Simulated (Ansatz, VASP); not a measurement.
**One calculation of Lu2SiF2, two programs**

```xyz
5
Lattice="-2.2777 2.2777 4.1508 2.2777 -2.2777 4.1508 2.2777 2.2777 -4.1508" Properties=species:S:1:pos:R:3 pbc="T T T"
Lu    2.2777    0.0000    2.0754
Lu    0.0000    2.2777    2.0754
Si    0.0000    0.0000    0.0000
F     0.0000    0.0000    5.4474
F     0.0000    0.0000    2.8541
```

Change from the starting cell: species swapped into the LaFe2Si2 type (I4/mmm, No. 139).

Alike in both runs: functional PBE; k mesh 12 × 12 × 12; occupations gaussian, width 0.1 eV; no spin polarisation.

Ansatz relaxed the structure, and its values are those at the end. VASP's run is a single point on that final structure, the one shown.

|  | VASP | Ansatz |
| --- | --- | --- |
| version | VASP 6.6.1 | Ansatz 0.2.0 |
| potentials or method | VASP PAW PBE potentials, release 64 (Lu, Si, F), cutoff 600 eV | scalar-relativistic, plane waves, PAW |
| valence electrons in the cell | 68 | 68 |

Ansatz gave:

| Quantity | Value |
| --- | --- |
| gap on the k mesh at the Fermi level (eV) | none |
| pressure (GPa) | 0.0 |
| rms of the force components (eV/Å) | 0.002 |

Question: Which values does VASP return?

Answer: gap on the k mesh at the Fermi level (eV): none; pressure (GPa): 0.2; rms of the force components (eV/Å): 0.009.

A gap of «none» marks a metal or a gap that the smearing closes. With one functional, cell and mesh, what is left measures potentials, basis and numerics.

Spin-orbit coupling is off throughout.
